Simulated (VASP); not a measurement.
A run of VASP 6.6.1:

INCAR

```
SYSTEM = WSe
ALGO = Normal
EDIFF = 1E-6
ENCUT = 520
GGA = PE
ISIF = 2
ISMEAR = 0
LASPH = .TRUE.
LCHARG = .FALSE.
LDAU = .TRUE.
LDAUJ = 0 0
LDAUL = 2 -1
LDAUPRINT = 1
LDAUTYPE = 2
LDAUU = 6.2 0
LMAXMIX = 4
LREAL = .FALSE.
LWAVE = .FALSE.
NBANDS = 28
NELM = 150
PREC = Accurate
SIGMA = 0.1
```

KPOINTS

```
k-points
0
G
  12 12 6
  0 0 0
```

File POSCAR:

```
WSe
1.0
    3.8086732930      0.0000000000      0.0000000000
   -1.9043366465      3.2984078264      0.0000000000
    0.0000000000      0.0000000000      6.5792842944
W Se
2 2
Direct
    0.0000000000      0.0000000000      0.0000000000
    0.0000000000      0.0000000000      0.5000000000
    0.3333333333      0.6666666667      0.2500000000
    0.6666666667      0.3333333333      0.7500000000
```

Potentials or basis: VASP PAW PBE potentials, release 64 (W_sv, Se).

Command:

```sh
$ cat potpaw_PBE.64/W_sv/POTCAR potpaw_PBE.64/Se/POTCAR > POTCAR
$ mpirun -np 1 vasp_std > vasp.out
```

Hardware: 1 thread of Intel(R) Xeon(R) 6975P-C (Granite Rapids), with other jobs on the host.

Question: How long does it take, and how much memory?

Answer: It took 88 s on 1 thread of Intel(R) Xeon(R) 6975P-C (Granite Rapids), with other jobs on the host, peak memory 0.28 GiB. Counts: scf iterations 20, k points 76.
